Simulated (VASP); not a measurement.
Input of a VASP 6.6.1 run:

Contents of INCAR:

```
SYSTEM = Hg
PREC = Accurate
ENCUT = 520
EDIFF = 1E-6
ISMEAR = -1
SIGMA = 0.05
LREAL = .FALSE.
LASPH = .TRUE.
NELM = 80
ALGO = Normal
ISIF = 2
LWAVE = .FALSE.
LCHARG = .TRUE.
GGA = PS
LELF = .TRUE.
LVHAR = .TRUE.
NBANDS = 25
```

Contents of KPOINTS:

```
regular mesh
0
G
  8 8 9
  0 0 0
```

POSCAR

```
Hg
1.0
    4.5400020208     -0.0454000202     -0.0454000202
   -2.3093185812      3.9544570933     -0.0166175607
   -0.0387000000     -0.0387000000      3.8700000000
Hg
3
Direct
    0.3333333333      0.6666666667      0.5000000000
    0.0000000000      0.0000000000      0.0000000000
    0.6666666667      0.3333333333      0.5000000000
```

Potentials or basis: VASP PAW PBE potentials, release 64 (Hg).

Command:

```bash
$ cat potpaw_PBE.64/Hg/POTCAR > POTCAR
$ mpirun -np 1 vasp_std > vasp.out
```

(1) Predict the pressure.

(2) What does it give for the band gap on the k mesh?

(3) Estimate the largest force.

Results:

(1) 8.7 GPa.

(2) zero (bands 18 and 19 overlap by 5.12 eV).

(3) 0.323 eV/Å.

Caveat: the cell differs from its parent crystal (equal xy, yz and zx shear strains of -2 %); the stress differs along the axes, from -0 to 13 GPa; the PAW data sets were made with another functional, which shifts forces and pressure a little; spin-orbit coupling is left out, which moves the levels of the heavy elements.
